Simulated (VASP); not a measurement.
The system is Au.

```
Au
1.0
     2.81549    0.00000    0.00000
    -0.01296    2.82018    0.00000
    -1.13789   -1.18541    4.92401
Au
2
Direct
  0.67286 0.66596 0.27405
  0.32714 0.33404 0.72594
```

Base run:

| Property | Result |
| --- | --- |
| Program | VASP 6.6.1 |
| Functional | LDA |
| Potentials or basis | VASP PAW LDA potentials, release 64 (Au) |
| Cutoff | 520 eV |
| k mesh | 10 × 10 × 6 |
| Occupations | fermi-dirac, width 0.05 eV |
| Spin | no spin polarisation |

Its results: band gap on the k mesh zero (band 11 reaches 10.31 eV, above the bottom of band 12 at 5.35 eV); pressure -11.5 GPa; largest force 0.156 eV/Å.

**Question.** The run is repeated on the same cell with these changes: functional from LDA to PBEsol; potentials or basis from VASP PAW LDA potentials, release 64 (Au) to VASP PAW PBE potentials, release 64 (Au). What comes out?

**Answer.** Band gap on the k mesh zero (band 11 reaches 10.34 eV, above the bottom of band 12 at 5.39 eV); pressure -8.1 GPa; largest force 0.130 eV/Å.

Caveats: spin-orbit coupling is left out, which moves the levels of the heavy elements; the PAW data sets were made with another functional, which shifts forces and pressure a little (some runs).
